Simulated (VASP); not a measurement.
# Al (P2_1/m) in VASP: a series of runs, part 2 of 2

VASP 6.6.1. The steps go on from the part before.

### 4 Single point, PBEsol (strain +0.0150 x Voigt [0, 0, 0, 0, 0, 1])

Input file INCAR:

```
ALGO = Fast
EDIFF = 1E-6
ENCUT = 520
GGA = PS
ISIF = 2
ISMEAR = 0
LASPH = T
LCHARG = F
LREAL = F
LWAVE = F
NBANDS = 14
NELM = 80
PREC = Accurate
SIGMA = 0.15
```

Input file KPOINTS:

```
k-points
0
Gamma
  18 18 6
```

Input file POSCAR:

```
Al
1.0
    2.8362844918      0.0212721337      0.0000000000
   -1.3997200377      2.4456583554      0.0000000000
    0.0000000000      0.0000000000      9.3221494563
Al
4
Direct
    0.0000000000      0.0000000000      0.0000000000
    0.3333333333      0.6666666667      0.2500000000
    0.0000000000      0.0000000000      0.5000000000
    0.6666666667      0.3333333333      0.7500000000
```

Potentials or basis: VASP PAW PBE potentials, release 64 (Al).

Run with:

```console
> cat potpaw_PBE.64/Al/POTCAR > POTCAR
> mpirun -np 1 vasp_std > vasp.out
```

OUTCAR:

```text
EDIFF = 1E-6
   ENCUT = 520
   GGA = PS
   ISIF = 2
   ISMEAR = 0
   LASPH = T
   LREAL = F
   NELM = 80
   PREC = Accurate

 ion  position               nearest neighbor table
   1  0.000  0.000  0.000-   2 2.84   4 2.84   2 2.85   4 2.85   4 2.85   2 2.85
   2  0.333  0.667  0.250-   1 2.84   3 2.84   1 2.85   3 2.85   1 2.85   3 2.85
   3  0.000  0.000  0.500-   2 2.84   4 2.84   2 2.85   4 2.85   4 2.85   2 2.85
   4  0.667  0.333  0.750-   1 2.84   3 2.84   1 2.85   3 2.85   1 2.85   3 2.85

  Warning from LATTYP: Monoclinic adjustment (A1->A3, A2->A1, A3->A2)!
  LATTYP: Found a simple monoclinic cell.
 ALAT       =     2.8178823565
 B/A-ratio  =     3.3082110169
 C/A-ratio  =     1.0065587921
 COS(beta)  =    -0.4902045492

  Lattice vectors:

 A1 = (  -1.3997200377,   2.4456583554,   0.0000000000)
 A2 = (   0.0000000000,   0.0000000000,   9.3221494563)
 A3 = (   2.8362844918,   0.0212721337,   0.0000000000)

Analysis of symmetry for initial positions (statically):
=====================================================================
 Subroutine PRICEL returns:
 Original cell was already a primitive cell.

 Routine SETGRP: Setting up the symmetry group for a
 simple monoclinic supercell.

 Subroutine GETGRP returns: Found  4 space group operations
 (whereof  2 operations were pure point group operations)
 out of a pool of  4 trial point group operations.

The static configuration has the point symmetry S_2 .
 The point group associated with its full space group is C_2h.

Analysis of symmetry for dynamics (positions and initial velocities):
=====================================================================
 Subroutine PRICEL returns:
 Original cell was already a primitive cell.

 Routine SETGRP: Setting up the symmetry group for a
 simple monoclinic supercell.

 Subroutine GETGRP returns: Found  4 space group operations
 (whereof  2 operations were pure point group operations)
 out of a pool of  4 trial point group operations.

The dynamic configuration has the point symmetry S_2 .
[... 138 lines left out ...]
  energy-cutoff  :      520.00
  volume of cell :       64.94
 maximum number of plane-waves:      1768
 NGX is ok and might be reduce to    24
   NGX = 11   NGY = 11   NGZ = 35

 number of electron      12.0000000 magnetization

 Free energy of the ion-electron system (eV)
  ---------------------------------------------------
  ext. energy  EPLUGINS =         0.00000000
  ---------------------------------------------------
  free energy    TOTEN  =       -16.32473601 eV

  energy without entropy =      -16.30680790  energy(sigma->0) =      -16.31577196

 E-fermi :   8.1098     XC(G=0): -10.3165

 val. band max:        8.1093984178   @ k =   0.1111   0.5000   0.5000
 cond. band min:       8.1145684414   @ k =  -0.3889   0.3889   0.1667
 fundamental gap:      0.0051700237
 Fermi energy:         8.1097591295

 k-point     1 :       0.0000    0.0000    0.0000
  band No.  band energies     occupation
      1      -3.1241      2.00000
      2      -1.4343      2.00000
      3      -1.4286      2.00000
      4       3.4267      2.00000
      5       3.6415      2.00000
      6      11.4624      0.00000
      7      11.4734      0.00000
      8      18.8075      0.00000
      9      18.9560      0.00000
     10      19.1635      0.00000
     11      19.3434      0.00000
     12      19.9157      0.00000
     13      20.0773      0.00000
     14      20.3347      0.00000
[... 377 lines left out ...]
      1      -1.5580      2.00000
      2       0.1132      2.00000
      3       0.1179      2.00000
      4       4.8820      2.00000
      5       5.1443      2.00000
      6      10.0025      0.00000
      7      11.4112      0.00000
      8      11.6023      0.00000
      9      12.8932      0.00000
     10      13.0604      0.00000
     11      14.2572      0.00000
     12      15.6255      0.00000
     13      15.6409      0.00000
     14      16.4038      0.00000

 [... further k-points ...]

------------------------ aborting loop because EDIFF is reached ----------------------------------------

  FORCE on cell =-STRESS in cart. coord.  units (eV):
  Direction    XX          YY          ZZ          XY          YZ          ZX
  --------------------------------------------------------------------------------------
  -------------------------------------------------------------------------------------
  Total        0.0134194      0.0428618      0.0445354     -0.2265546      0.0000000      0.0000000
  in kB        0.3310708      1.0574489      1.0987372     -5.5893538      0.0000000      0.0000000
  external PRESSURE =       0.8290857 kB  Pullay stress =       0.0000000 kB

 VOLUME and BASIS-vectors are now :
 -----------------------------------------------------------------------------
  energy-cutoff  :      520.00
  volume of cell :       64.94
      direct lattice vectors                 reciprocal lattice vectors
     2.836284492  0.021272134  0.000000000     0.351066998  0.200925657  0.000000000
    -1.399720038  2.445658355  0.000000000    -0.003053552  0.407140221  0.000000000
     0.000000000  0.000000000  9.322149456     0.000000000  0.000000000  0.107271398

 POSITION                                       TOTAL-FORCE (eV/Angst)
 -----------------------------------------------------------------------------------
      0.00000      0.00000      0.00000         0.000000      0.000000      0.000000
      0.01228      1.63753      2.33054         0.006585      0.000480     -0.000000
      0.00000      0.00000      4.66107        -0.000000      0.000000      0.000000
      1.42428      0.82940      6.99161        -0.006585     -0.000480      0.000000
 -----------------------------------------------------------------------------------
    total drift:                               -0.000000      0.000000      0.000000

  FREE ENERGIE OF THE ION-ELECTRON SYSTEM (eV)
  ---------------------------------------------------
  free  energy   TOTEN  =       -16.3247360119 eV

  energy  without entropy=      -16.3068079011  energy(sigma->0) =      -16.31577196
```

OSZICAR:

```text
N       E                     dE             d eps       ncg     rms          rms(c)
DAV:   1     0.443615850305E+01    0.44362E+01   -0.41281E+03 18384   0.657E+02
DAV:   2    -0.157749220285E+02   -0.20211E+02   -0.18694E+02 23838   0.891E+01
DAV:   3    -0.164373583889E+02   -0.66244E+00   -0.65515E+00 24234   0.130E+01
DAV:   4    -0.164417111200E+02   -0.43527E-02   -0.43516E-02 21632   0.133E+00
DAV:   5    -0.164417613261E+02   -0.50206E-04   -0.50206E-04 24108   0.146E-01    0.283E+00
RMM:   6    -0.163717237858E+02    0.70038E-01   -0.76600E-03 18404   0.446E-01    0.163E+00
RMM:   7    -0.163251850917E+02    0.46539E-01   -0.18863E-02 19060   0.690E-01    0.205E-01
RMM:   8    -0.163247259814E+02    0.45911E-03   -0.98174E-04 19625   0.195E-01    0.292E-02
RMM:   9    -0.163247390505E+02   -0.13069E-04   -0.18078E-04 21330   0.923E-02    0.429E-02
RMM:  10    -0.163247412140E+02   -0.21635E-05   -0.22236E-05 21531   0.312E-02    0.323E-02
RMM:  11    -0.163247353754E+02    0.58386E-05   -0.88520E-06 19546   0.154E-02    0.750E-02
RMM:  12    -0.163247360119E+02   -0.63654E-06   -0.30705E-06 18693   0.879E-03
   1 F= -.16324736E+02 E0= -.16315772E+02  d E =-.179281E-01
```

Wall time 3.6 min (1 thread of Intel Xeon 6975P-C (Granite Rapids), shared host); peak memory 0.53 GiB.

What came out:

```yaml
Free_energy: -16.3247 eV
Pressure: 0.1 GPa
Largest_force: 0.007 eV/Å
Band_gap_on_the_k_mesh: zero (bands 6 and 7 overlap by 5.53 eV)
```

Forces on the atoms (eV/Å):
```
Al   0.000  0.000  0.000
Al   0.007  0.000  0.000
Al   0.000  0.000  0.000
Al  -0.007  0.000  0.000
```

Levels at points of the mesh, in eV from the Fermi level:
| k point | band 3 | band 4 | band 5 | band 6 | band 7 | band 8 | band 9 | band 10 |
| --- | --- | --- | --- | --- | --- | --- | --- | --- |
| (0.00, 0.00, 0.00) | -9.54 | -4.68 | -4.47 | 3.35 | 3.36 | 10.70 | 10.85 | 11.05 |
| (0.50, 0.00, 0.00) | -4.01 | -3.93 | -3.43 | -3.33 | 0.75 | 1.21 | 1.22 | 1.54 |
| (0.00, 0.50, 0.00) | -3.94 | -3.88 | -3.33 | -3.25 | 0.83 | 1.27 | 1.29 | 1.63 |
| (0.50, 0.50, 0.00) | -3.87 | -3.83 | -3.22 | -3.16 | 0.91 | 1.33 | 1.37 | 1.72 |
| (0.00, 0.00, 0.50) | -7.45 | -7.45 | -0.95 | -0.95 | 8.22 | 8.22 | 11.03 | 11.03 |
| (0.50, 0.00, 0.50) | -4.87 | -4.87 | -1.94 | -1.94 | -1.29 | -1.29 | 4.48 | 4.48 |
| (0.00, 0.50, 0.50) | -4.80 | -4.80 | -1.86 | -1.86 | -1.21 | -1.21 | 4.56 | 4.56 |
| (0.50, 0.50, 0.50) | -4.73 | -4.73 | -1.78 | -1.78 | -1.12 | -1.12 | 4.64 | 4.64 |

Caveat: the cell differs from its parent crystal (strain +0.0150 x Voigt [0, 0, 0, 0, 0, 1]); the PAW data sets were made with another functional, which shifts forces and pressure a little.

### 5 Single point, PBEsol (strain -0.0100 x Voigt [0, 0, 0, 0, 0, 1])

Input file INCAR:

```
SYSTEM = Al
  ALGO = Fast
  EDIFF = 1E-6
  ENCUT = 520
  GGA = PS
  ISIF = 2
  ISMEAR = 0
  LASPH = .TRUE.
  LCHARG = .FALSE.
  LREAL = .FALSE.
  LWAVE = .FALSE.
  NBANDS = 14
  NELM = 100
  PREC = Accurate
  SIGMA = 0.15
```

Input file KPOINTS:

```
k-points
0
G
  18 18 6
  0 0 0
```

POSCAR: that of step 4 with these lines changed.

```diff
@@ -2,4 +2,4 @@
 1.0
-    2.8362844918      0.0212721337      0.0000000000
-   -1.3997200377      2.4456583554      0.0000000000
+    2.8362844918     -0.0141814225      0.0000000000
+   -1.4304237180      2.4633851335      0.0000000000
     0.0000000000      0.0000000000      9.3221494563
```

Potentials or basis: VASP PAW PBE potentials, release 64 (Al).

Run with:

```console
> cat potpaw_PBE.64/Al/POTCAR > POTCAR
> mpirun -np 1 vasp_std > vasp.out
```

OUTCAR:

```text
SYSTEM = Al
   EDIFF = 1E-6
   ENCUT = 520
   GGA = PS
   ISIF = 2
   ISMEAR = 0
   LASPH = .TRUE.
   LREAL = .FALSE.
   NELM = 100
   PREC = Accurate

 ion  position               nearest neighbor table
   1  0.000  0.000  0.000-   4 2.84   2 2.84   4 2.85   2 2.85   2 2.85   4 2.85
   2  0.333  0.667  0.250-   1 2.84   3 2.84   1 2.85   3 2.85   1 2.85   3 2.85
   3  0.000  0.000  0.500-   4 2.84   2 2.84   4 2.85   2 2.85   2 2.85   4 2.85
   4  0.667  0.333  0.750-   1 2.84   3 2.84   1 2.85   3 2.85   1 2.85   3 2.85

[... 615 lines left out ...]
  --------------------------------------------------------------------------------------
  -------------------------------------------------------------------------------------
  Total        0.0214998      0.0347811      0.0352352      0.1582158      0.0000000      0.0000000
  in kB        0.5304084      0.8580609      0.8692641      3.9032372      0.0000000      0.0000000
  external PRESSURE =       0.7525778 kB  Pullay stress =       0.0000000 kB

 VOLUME and BASIS-vectors are now :
 -----------------------------------------------------------------------------
  energy-cutoff  :      520.00
  volume of cell :       64.94
      direct lattice vectors                 reciprocal lattice vectors
     2.836284492 -0.014181423  0.000000000     0.353600574  0.205326662  0.000000000
    -1.430423718  2.463385134  0.000000000     0.002035637  0.407127497  0.000000000
     0.000000000  0.000000000  9.322149456     0.000000000  0.000000000  0.107271398

 POSITION                                       TOTAL-FORCE (eV/Angst)
 -----------------------------------------------------------------------------------
      0.00000      0.00000      0.00000         0.000000      0.000000      0.000000
     -0.00819      1.63753      2.33054        -0.004497      0.000223      0.000000
      0.00000      0.00000      4.66107        -0.000000      0.000000      0.000000
      1.41405      0.81167      6.99161         0.004497     -0.000223     -0.000000
 -----------------------------------------------------------------------------------
    total drift:                               -0.000000     -0.000000      0.000000

  FREE ENERGIE OF THE ION-ELECTRON SYSTEM (eV)
  ---------------------------------------------------
  free  energy   TOTEN  =       -16.3257011877 eV

  energy  without entropy=      -16.3080240925  energy(sigma->0) =      -16.31686264
```

OSZICAR:

```text
N       E                     dE             d eps       ncg     rms          rms(c)
DAV:   1     0.440827038690E+01    0.44083E+01   -0.41136E+03 18400   0.656E+02
DAV:   2    -0.157745198778E+02   -0.20183E+02   -0.18677E+02 23856   0.885E+01
DAV:   3    -0.164381077831E+02   -0.66359E+00   -0.65564E+00 24244   0.130E+01
DAV:   4    -0.164426513374E+02   -0.45436E-02   -0.45426E-02 21660   0.134E+00
DAV:   5    -0.164427022044E+02   -0.50867E-04   -0.50867E-04 24086   0.146E-01    0.282E+00
RMM:   6    -0.163726818010E+02    0.70020E-01   -0.76641E-03 18419   0.446E-01    0.163E+00
RMM:   7    -0.163261514425E+02    0.46530E-01   -0.18868E-02 19034   0.690E-01    0.205E-01
RMM:   8    -0.163256923447E+02    0.45910E-03   -0.98042E-04 19624   0.195E-01    0.295E-02
RMM:   9    -0.163257051016E+02   -0.12757E-04   -0.18099E-04 21325   0.923E-02    0.427E-02
RMM:  10    -0.163257072950E+02   -0.21934E-05   -0.22665E-05 21541   0.315E-02    0.290E-02
RMM:  11    -0.163257006561E+02    0.66389E-05   -0.93812E-06 19482   0.149E-02    0.742E-02
RMM:  12    -0.163257020188E+02   -0.13627E-05   -0.35846E-06 18650   0.947E-03    0.283E-02
RMM:  13    -0.163257011877E+02    0.83103E-06   -0.52832E-07 13312   0.482E-03
   1 F= -.16325701E+02 E0= -.16316863E+02  d E =-.176771E-01
```

Wall time 2.8 min (1 thread of Intel Xeon 6975P-C (Granite Rapids), shared host); peak memory 0.53 GiB.

Results:

| Property | Result |
| --- | --- |
| Free energy | -16.3257 eV |
| Pressure | 0.1 GPa |
| Largest force | 0.005 eV/Å |
| Band gap on the k mesh | zero (bands 6 and 7 overlap by 5.50 eV) |

Forces in eV/Å, atoms in the order of the input:
```
Al   0.000  0.000  0.000
Al  -0.004  0.000  0.000
Al   0.000  0.000  0.000
Al   0.004  0.000  0.000
```

Caveat: the cell differs from its parent crystal (strain -0.0100 x Voigt [0, 0, 0, 0, 0, 1]); the PAW data sets were made with another functional, which shifts forces and pressure a little.

### 6 The runs side by side

```csv
cell,further INCAR settings,gap on the mesh (eV),pressure (GPa),largest force (eV/Å)
"a = 2.836, b = 2.830, c = 9.322 Å, angles 90.0, 90.0, 119.8°, 4 atoms",ALGO = Fast; EDIFF = 1e-07; NBANDS = 14,none,0.1,-
"a = 2.836, b = 2.861, c = 9.322 Å, angles 90.0, 90.0, 120.9°, 4 atoms",ALGO = Fast; EDIFF = 1e-06; NBANDS = 14,none,0.1,0.01
"a = 2.836, b = 2.818, c = 9.322 Å, angles 90.0, 90.0, 119.4°, 4 atoms",ALGO = Fast; EDIFF = 1e-06; NBANDS = 14,none,0.1,0.01
"a = 2.836, b = 2.849, c = 9.322 Å, angles 90.0, 90.0, 120.4°, 4 atoms",ALGO = Fast; EDIFF = 1e-06; NBANDS = 14,none,0.1,-
```

Alike in all rows: task single point; level PBEsol; potentials or basis VASP PAW PBE potentials, release 64 (Al); no spin polarisation; k mesh 18 × 18 × 6; cutoff (eV) 520; smearing gaussian 0.15 eV.

Caveats: the PAW data sets were made with another functional, which shifts forces and pressure a little.

Absolute energies hang on the potentials; compare differences alone.
